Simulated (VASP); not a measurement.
A run of VASP 6.6.1:

The input INCAR:

```
  ALGO = Normal
  EDIFF = 1E-7
  ENCUT = 520
  GGA = PS
  ISIF = 2
  ISMEAR = -1
  ISPIN = 2
  LASPH = True
  LCHARG = True
  LELF = True
  LMAXMIX = 6
  LORBIT = 11
  LREAL = False
  LVHAR = True
  LWAVE = False
  MAGMOM = 3 3
  NBANDS = 25
  NELM = 150
  PREC = Accurate
  SIGMA = 0.05
```

KPOINTS

```
k-points
0
Gamma
  8 8 5
```

The input POSCAR:

```
Nd
1.0
    3.6570000000      0.0000000000      0.0000000000
   -1.8285000000      3.1670549016      0.0000000000
    0.0000000000      0.0000000000      5.9020000000
Nd
2
Direct
    0.6666666667      0.3333333333      0.7500000000
    0.3333333333      0.6666666667      0.2500000000
```

Potentials or basis: VASP PAW PBE potentials, release 64 (Nd).

Command:

```bash
$ cat potpaw_PBE.64/Nd/POTCAR > POTCAR
$ mpirun -np 1 vasp_std > vasp.out
```

Hardware: 1 thread of Intel(R) Xeon(R) 6975P-C (Granite Rapids), with other jobs on the host.

Estimate the wall time of this run.

It took 2.3 min on 1 thread of Intel(R) Xeon(R) 6975P-C (Granite Rapids), on a shared host, peak memory 0.27 GiB. Counts: scf iterations 30, k points 30.
